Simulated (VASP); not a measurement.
# Si3Sn (Pm-3n) in VASP: further runs

The runs below take Si3Sn through single point, relaxation of cell and atoms, with PBE.

All numbers are computed with VASP 6.6.1; they aren't measurements. Logs are shortened: lines on timing, memory, paths and dates and some standing lists are left out, and cuts for length are marked.

### Step 1. The cell of the first run

The structure is cubic, space group Pm-3n (No. 223). The conventional cell has a = 5.320 Å, b = 5.320 Å, c = 5.320 Å, α = 90.00°, β = 90.00°, γ = 90.00°. Si (site symmetry -4m2) has 10 Si at 2.66 to 3.26 Å and 4 Sn at 2.97 Å within 3.5 Å. Within 3.9 Å of Sn (site symmetry m-3) lie 12 Si at 2.97 Å.

The cell was built from a structure type or drawn by symmetry, and may not be a known phase.

### Step 2. Single point, PBE

Input file INCAR:

```
PREC = Accurate ; ENCUT = 520
EDIFF = 1E-6 ; ISMEAR = 0
SIGMA = 0.1 ; LREAL = False
LASPH = True ; NELM = 60
ALGO = Normal ; ISIF = 2
LWAVE = False ; LCHARG = False
GGA = PE ; NBANDS = 36
```

Input file KPOINTS:

```
regular mesh
0
Gamma
  8 8 8
```

Input file POSCAR:

```
Si3Sn
1.0
    5.3197197310      0.0000000000      0.0000000000
    0.0000000000      5.3197197310      0.0000000000
    0.0000000000      0.0000000000      5.3197197310
Si Sn
6 2
Direct
    0.2500000000      0.0000000000      0.5000000000
    0.5000000000      0.7500000000      0.0000000000
    0.7500000000      0.0000000000      0.5000000000
    0.5000000000      0.2500000000      0.0000000000
    0.0000000000      0.5000000000      0.7500000000
    0.0000000000      0.5000000000      0.2500000000
    0.0000000000      0.0000000000      0.0000000000
    0.5000000000      0.5000000000      0.5000000000
```

Potentials or basis: VASP PAW PBE potentials, release 64 (Si, Sn_d).

The run is started by

```sh
> cat potpaw_PBE.64/Si/POTCAR potpaw_PBE.64/Sn_d/POTCAR > POTCAR
> mpirun -np 1 vasp_std > vasp.out
```

OUTCAR:

```text
PREC = Accurate
   ENCUT = 520
   EDIFF = 1E-6
   ISMEAR = 0
   LREAL = False
   LASPH = True
   NELM = 60
   ISIF = 2
   GGA = PE

 ion  position               nearest neighbor table
   1  0.250  0.000  0.500-   3 2.66   3 2.66   8 2.97   7 2.97   8 2.97   7 2.97
   2  0.500  0.750  0.000-   4 2.66   4 2.66   8 2.97   8 2.97   7 2.97   7 2.97
   3  0.750  0.000  0.500-   1 2.66   1 2.66   8 2.97   7 2.97   8 2.97   7 2.97
   4  0.500  0.250  0.000-   2 2.66   2 2.66   8 2.97   8 2.97   7 2.97   7 2.97
   5  0.000  0.500  0.750-   6 2.66   6 2.66   8 2.97   7 2.97   7 2.97   8 2.97
   6  0.000  0.500  0.250-   5 2.66   5 2.66   8 2.97   7 2.97   7 2.97   8 2.97
   7  0.000  0.000  0.000-   1 2.97   2 2.97   3 2.97   4 2.97   5 2.97   6 2.97   1 2.97   3 2.97
                             5 2.97   6 2.97   2 2.97   4 2.97
   8  0.500  0.500  0.500-   1 2.97   2 2.97   3 2.97   4 2.97   5 2.97   6 2.97   2 2.97   4 2.97
                             1 2.97   3 2.97   5 2.97   6 2.97

  LATTYP: Found a simple cubic cell.
 ALAT       =     5.3197197310

  Lattice vectors:

 A1 = (   5.3197197310,   0.0000000000,   0.0000000000)
 A2 = (   0.0000000000,   5.3197197310,   0.0000000000)
 A3 = (   0.0000000000,   0.0000000000,   5.3197197310)

Analysis of symmetry for initial positions (statically):
=====================================================================
 Subroutine PRICEL returns:
 Original cell was already a primitive cell.

 Routine SETGRP: Setting up the symmetry group for a
 simple cubic supercell.

 Subroutine GETGRP returns: Found 48 space group operations
 (whereof 24 operations were pure point group operations)
 out of a pool of 48 trial point group operations.

The static configuration has the point symmetry T_h .
 The point group associated with its full space group is O_h .

Analysis of symmetry for dynamics (positions and initial velocities):
=====================================================================
 Subroutine PRICEL returns:
 Original cell was already a primitive cell.

 Routine SETGRP: Setting up the symmetry group for a
 simple cubic supercell.

 Subroutine GETGRP returns: Found 48 space group operations
 (whereof 24 operations were pure point group operations)
 out of a pool of 48 trial point group operations.

The dynamic configuration has the point symmetry T_h .
 The point group associated with its full space group is O_h .

 Subroutine INISYM returns: Found 48 space group operations
 (whereof 24 operations are pure point group operations),
 and found     1 'primitive' translations

----------------------------------------------------------------------------------------

                                     Primitive cell

  volume of cell :     150.5450

  direct lattice vectors                    reciprocal lattice vectors
     5.319719731  0.000000000  0.000000000     0.187979828  0.000000000  0.000000000
     0.000000000  5.319719731  0.000000000     0.000000000  0.187979828  0.000000000
     0.000000000  0.000000000  5.319719731     0.000000000  0.000000000  0.187979828

  length of vectors
     5.319719731  5.319719731  5.319719731     0.187979828  0.187979828  0.187979828

  position of ions in fractional coordinates (direct lattice)
     0.250000000  0.000000000  0.500000000
     0.500000000  0.750000000  0.000000000
     0.750000000  0.000000000  0.500000000
     0.500000000  0.250000000  0.000000000
     0.000000000  0.500000000  0.750000000
     0.000000000  0.500000000  0.250000000
     0.000000000  0.000000000  0.000000000
     0.500000000  0.500000000  0.500000000

  ion indices of the primitive-cell ions
   primitive index   ion index
                 1           1
                 2           2
                 3           3
                 4           4
                 5           5
                 6           6
                 7           7
                 8           8

----------------------------------------------------------------------------------------

 KPOINTS: regular mesh

Automatic generation of k-mesh.
 Grid dimensions read from file:
 generate k-points for:    8    8    8

 Generating k-lattice:

  Cartesian coordinates                     Fractional coordinates (reciprocal lattice)
     0.023497478  0.000000000  0.000000000     0.125000000  0.000000000  0.000000000
     0.000000000  0.023497478  0.000000000     0.000000000  0.125000000  0.000000000
     0.000000000  0.000000000  0.023497478     0.000000000  0.000000000  0.125000000

  Length of vectors
     0.023497478  0.023497478  0.023497478

  Shift w.r.t. Gamma in fractional coordinates (k-lattice)
     0.000000000  0.000000000  0.000000000

 Subroutine IBZKPT returns following result:
 ===========================================

 Found     35 irreducible k-points:

 Following reciprocal coordinates:
            Coordinates               Weight
  0.000000  0.000000  0.000000      1.000000
  0.125000  0.000000  0.000000      6.000000
  0.250000  0.000000  0.000000      6.000000
  0.375000  0.000000  0.000000      6.000000
  0.500000  0.000000  0.000000      3.000000
  0.125000  0.125000  0.000000     12.000000
[... 16 lines left out ...]
  0.375000  0.375000  0.125000     24.000000
  0.500000  0.375000  0.125000     24.000000
 [... further k-points ...]
   k-points           NKPTS =     35   k-points in BZ     NKDIM =     35   number of bands    NBANDS=     36
   number of dos      NEDOS =    301   number of ions     NIONS =      8
   total plane-waves  NPLWV =  64000
   dimension x,y,z NGX =    40 NGY =   40 NGZ =   40
   dimension x,y,z NGXF=    80 NGYF=   80 NGZF=   80
   ions per type =               6   2
   NGX,Y,Z   is equivalent  to a cutoff of  12.50, 12.50, 12.50 a.u.
   NGXF,Y,Z  is equivalent  to a cutoff of  25.00, 25.00, 25.00 a.u.
 SYSTEM =  unknown system
   PREC   = accura    normal or accurate (medium, high low for compatibility)
   ISTART =      0    job   : 0-new  1-cont  2-samecut
   ICHARG =      2    charge: 1-file 2-atom 10-const
   ISPIN  =      1    spin polarized calculation?
   LNONCOLLINEAR =      F non collinear calculations
   LSORBIT =      F    spin-orbit coupling
   LASPH  =      T    aspherical Exc in radial PAW
   ENCUT  =  520.0 eV  38.22 Ry    6.18 a.u.   9.89  9.89  9.89*2*pi/ulx,y,z
   NELM   =     60;   NELMIN=  2; NELMDL= -5     # of ELM steps
   EDIFF  = 0.1E-05   stopping-criterion for ELM
   LREAL  =      F    real-space projection
   EDIFFG = 0.1E-04   stopping-criterion for IOM
   NSW    =      0    number of steps for IOM
   IBRION =     -1    ionic relax: 0-MD 1-quasi-New 2-CG
   NFREE  =      0    steps in history (QN), initial steepest desc. (CG)
   ISIF   =      2    stress and relaxation
   ISYM   =      2    0-nonsym 1-usesym 2-fastsym
   POTIM  = 0.5000    time-step for ionic-motion
   TEBEG  =    0.0;   TEEND  =   0.0 temperature during run
   PSTRESS=    0.0 pullay stress
   NELECT =      52.0000    total number of electrons
   NUPDOWN=      -1.0000    fix difference up-down
   EMIN   =  10.00;   EMAX   =-10.00  energy-range for DOS
   EFERMI =   0.00;   METHOD = LEGACY
   ISMEAR =     0;   SIGMA  =   0.10  broadening in eV -4-tet -1-fermi 0-gaus
   EFERMI_NEDOS =   21; number of points for ismear=-14 and -15
   IALGO  =     38    algorithm
   IMIX   =      4    mixing-type and parameters
     AMIX     =   0.40;   BMIX     =  1.00
     AMIX_MAG =   1.60;   BMIX_MAG =  1.00
  volume/ion in A,a.u.               =      18.82       126.99
  Fermi-wavevector in a.u.,A,eV,Ry     =   1.148649  2.170631 17.951440  1.319394
  Thomas-Fermi vector in A             =   2.285322
   LORBIT       =      0    0 simple, 1 ext, 2 COOP (PROOUT), +10 PAW based schemes
   GGA     = PE    functional components
   LHFCALC =     F    Hartree Fock is set to
   AEXX    =    0.0000 exact exchange contribution
   IVDW    =     0    specifies the selected vdW correction
   LEPSILON=     F    determine dielectric tensor
   LRPA    =     F    only Hartree local field effects (RPA)
 non-spin polarized calculation
 Gauss-broadening in eV      SIGMA  =   0.10
  energy-cutoff  :      520.00
  volume of cell :      150.54
 maximum number of plane-waves:      4076
 NGX is ok and might be reduce to    40
   NGX = 19   NGY = 19   NGZ = 19

 number of electron      52.0000034 magnetization

 Free energy of the ion-electron system (eV)
  ---------------------------------------------------
  ext. energy  EPLUGINS =         0.00000000
  ---------------------------------------------------
  free energy    TOTEN  =       -34.81812071 eV

  energy without entropy =      -34.79504194  energy(sigma->0) =      -34.80658132

 E-fermi :   8.5637     XC(G=0): -10.6705

 val. band max:        8.5616184547   @ k =   0.5000   0.3750   0.1250
 cond. band min:       8.5744075215   @ k =   0.3750   0.3750   0.3750
 fundamental gap:      0.0127890668
 Fermi energy:         8.5637195328

 k-point     1 :       0.0000    0.0000    0.0000
  band No.  band energies     occupation
      1     -12.9445      2.00000
      2     -12.9445      2.00000
      3     -12.9337      2.00000
      4     -12.9337      2.00000
      5     -12.9292      2.00000
      6     -12.9292      2.00000
[... 28 lines left out ...]
     35      11.7830      0.00000
     36      11.7830      0.00000

 k-point     2 :       0.1250    0.0000    0.0000
  band No.  band energies     occupation
      1     -12.9441      2.00000
      2     -12.9436      2.00000
      3     -12.9342      2.00000
      4     -12.9337      2.00000
      5     -12.9290      2.00000
      6     -12.9290      2.00000
[... 28 lines left out ...]
     35      12.7429      0.00000
     36      12.7429      0.00000

 k-point     3 :       0.2500    0.0000    0.0000
  band No.  band energies     occupation
      1     -12.9429      2.00000
      2     -12.9412      2.00000
      3     -12.9353      2.00000
      4     -12.9336      2.00000
      5     -12.9281      2.00000
      6     -12.9281      2.00000
[... 28 lines left out ...]
     35      13.4598      0.00000
     36      13.9216      0.00000
[... 742 lines left out ...]
 k-point    23 :       0.3750    0.3750    0.1250
  band No.  band energies     occupation
      1     -12.9383      2.00000
      2     -12.9370      2.00000
      3     -12.9352      2.00000
      4     -12.9339      2.00000
      5     -12.9313      2.00000
      6     -12.9301      2.00000
[... 28 lines left out ...]
     35      12.0615      0.00000
     36      12.4019      0.00000

 k-point    24 :       0.5000    0.3750    0.1250
  band No.  band energies     occupation
      1     -12.9376      2.00000
      2     -12.9376      2.00000
      3     -12.9341      2.00000
      4     -12.9341      2.00000
      5     -12.9316      2.00000
      6     -12.9307      2.00000
[... 28 lines left out ...]
     35      11.9534      0.00000
     36      12.2736      0.00000

 [... further k-points ...]
[... 5 lines left out ...]
  --------------------------------------------------------------------------------------
  -------------------------------------------------------------------------------------
  Total       -0.0395728     -0.0395728     -0.0395728     -0.0000000      0.0000000      0.0000000
  in kB       -0.4211545     -0.4211545     -0.4211545     -0.0000000      0.0000000      0.0000000
  external PRESSURE =      -0.4211545 kB  Pullay stress =       0.0000000 kB

 VOLUME and BASIS-vectors are now :
 -----------------------------------------------------------------------------
  energy-cutoff  :      520.00
  volume of cell :      150.54
      direct lattice vectors                 reciprocal lattice vectors
     5.319719731  0.000000000  0.000000000     0.187979828  0.000000000  0.000000000
     0.000000000  5.319719731  0.000000000     0.000000000  0.187979828  0.000000000
     0.000000000  0.000000000  5.319719731     0.000000000  0.000000000  0.187979828

 POSITION                                       TOTAL-FORCE (eV/Angst)
 -----------------------------------------------------------------------------------
      1.32993      0.00000      2.65986         0.000000     -0.000000     -0.000000
      2.65986      3.98979      0.00000        -0.000000      0.000000     -0.000000
      3.98979      0.00000      2.65986        -0.000000      0.000000      0.000000
      2.65986      1.32993      0.00000         0.000000      0.000000      0.000000
      0.00000      2.65986      3.98979        -0.000000      0.000000      0.000000
      0.00000      2.65986      1.32993         0.000000      0.000000     -0.000000
      0.00000      0.00000      0.00000         0.000000      0.000000     -0.000000
      2.65986      2.65986      2.65986         0.000000      0.000000     -0.000000
 -----------------------------------------------------------------------------------
    total drift:                               -0.000000      0.000000     -0.000000

  FREE ENERGIE OF THE ION-ELECTRON SYSTEM (eV)
  ---------------------------------------------------
  free  energy   TOTEN  =       -34.8181207050 eV

  energy  without entropy=      -34.7950419365  energy(sigma->0) =      -34.80658132
```

It took 2.8 min on 1 thread of Intel Xeon 8259CL, shared host; peak memory 0.31 GiB.

Results:

```yaml
Free_energy: -34.8181 eV
Pressure: 0.0 GPa
Band_gap_on_the_k_mesh: zero (bands 26 and 27 overlap by 2.23 eV)
```

Caveat: spin-orbit coupling is left out, which moves the levels of the heavy elements.

### Step 3. Relaxation of cell and atoms, PBE

This run uses another cell than the first one, of 17.18 Å³/atom.

Input file INCAR:

```
SYSTEM = Si3Sn
  ALGO = Normal
  EDIFF = 1E-7
  EDIFFG = -0.04
  ENCUT = 600
  GGA = PE
  IBRION = 2
  ISIF = 3
  ISMEAR = 0
  LASPH = .TRUE.
  LCHARG = .FALSE.
  LREAL = .FALSE.
  LWAVE = .FALSE.
  NELM = 60
  NSW = 90
  PREC = Accurate
  SIGMA = 0.1
```

Input file KPOINTS:

```
k-points
0
G
  4 4 4
  0 0 0
```

POSCAR: that of step 2 with these lines changed.

```diff
@@ -2,5 +2,5 @@
 1.0
-    5.3197197310      0.0000000000      0.0000000000
-    0.0000000000      5.3197197310      0.0000000000
-    0.0000000000      0.0000000000      5.3197197310
+    5.1603242000      0.0000000000      0.0000000000
+    0.0000000000      5.1603242000      0.0000000000
+    0.0000000000      0.0000000000      5.1603242000
 Si Sn
```

Potentials or basis: VASP PAW PBE potentials, release 64 (Si, Sn_d).

The run is started by

```sh
> cat potpaw_PBE.64/Si/POTCAR potpaw_PBE.64/Sn_d/POTCAR > POTCAR
> mpirun -np 1 vasp_std > vasp.out
```

Run time: 3.1 min. Hardware: 1 thread of Intel Xeon 8259CL, shared host; peak memory 0.28 GiB.

The run converged. Its results:

| Quantity | Value |
| --- | --- |
| Free energy | -34.6578 eV |
| Relaxed volume | 18.68 Å³/atom |
| Relaxed cell | a = 5.307 Å, b = 5.307 Å, c = 5.307 Å, α = 90.00°, β = 90.00°, γ = 90.00° |
| Space group after relaxing (to 0.1 Å) | Pm-3n (No. 223) |
| Energy gained by relaxing | 31.6 meV/atom |
| Ionic steps | 3 |
| Pressure after relaxing | 0.0 GPa |
| Band gap on the k mesh | zero (bands 26 and 27 overlap by 2.21 eV) |

Step by step:
| step | energy change (eV) | largest force (eV/Å) | pressure (GPa) | volume (Å³) |
| --- | --- | --- | --- | --- |
| 1 | 0.0000 | 0.0000 | 7.29 | 137.41 |
| 2 | -0.2305 | 0.0000 | -1.74 | 153.54 |
| 3 | -0.2530 | 0.0000 | 0.02 | 149.46 |

Final structure:
```
Si Sn
1.0
     5.30691    0.00000    0.00000
     0.00000    5.30691    0.00000
     0.00000    0.00000    5.30691
Si Sn
6 2
Direct
  0.25000 0.00000 0.50000
  0.50000 0.75000 0.00000
  0.75000 0.00000 0.50000
  0.50000 0.25000 0.00000
  0.00000 0.50000 0.75000
  0.00000 0.50000 0.25000
  0.00000 0.00000 0.00000
  0.50000 0.50000 0.50000
```

Levels at points of the mesh, in eV from the Fermi level:
| k point | band 22 | band 23 | band 24 | band 25 | band 26 | band 27 | band 28 | band 29 | band 30 | band 31 |
| --- | --- | --- | --- | --- | --- | --- | --- | --- | --- | --- |
| (0.00, 0.00, 0.00) | -2.53 | -2.53 | -1.95 | -1.95 | -1.95 | -0.71 | -0.71 | -0.71 | 0.71 | 2.83 |
| (0.50, 0.00, 0.00) | -2.03 | -1.48 | -1.48 | -0.72 | -0.72 | -0.17 | -0.17 | 0.41 | 0.41 | 2.83 |
| (0.50, 0.50, 0.00) | -3.28 | -0.31 | 0.01 | 0.40 | 0.40 | 0.60 | 0.72 | 0.72 | 1.28 | 3.04 |
| (0.50, 0.50, 0.50) | 0.71 | 0.71 | 0.71 | 1.40 | 1.40 | 1.40 | 1.40 | 1.40 | 1.40 | 1.74 |

Caveat: spin-orbit coupling is left out, which moves the levels of the heavy elements.

[end of part 1 of 2]
